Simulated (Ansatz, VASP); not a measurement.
**Two plane-wave programs on ZnO**

```
CELL_PARAMETERS angstrom
0.00000 2.16494 2.16494
2.16494 0.00000 2.16494
2.16494 2.16494 0.00000
ATOMIC_POSITIONS crystal
Zn 0.00000 0.00000 0.00000
O 0.50000 0.50000 0.50000
```

Alike in both runs: functional PBE; k mesh 12 × 12 × 12; occupations gaussian, width 0.02 eV; no spin polarisation.

Ansatz relaxed the structure, and its values are those at the end. VASP's run is a single point on that final structure, the one shown.

|  | VASP | Ansatz |
| --- | --- | --- |
| version | VASP 6.6.1 | Ansatz 0.2.0 |
| potentials or method | VASP PAW PBE potentials, release 64 (Zn, O_h), cutoff 910 eV | scalar-relativistic, plane waves, PAW |
| valence electrons in the cell | 18 | 18 |

```csv
,VASP,Ansatz,Ansatz less VASP
gap on the k mesh at the Fermi level (eV),0.72,0.75,+0.028
least direct gap on the mesh (eV),1.96,1.99,+0.030
```

With one functional, cell and mesh, what is left measures potentials, basis and numerics.

Noted on VASP's run: the cutoff is short for stress, so the pressure is rough.
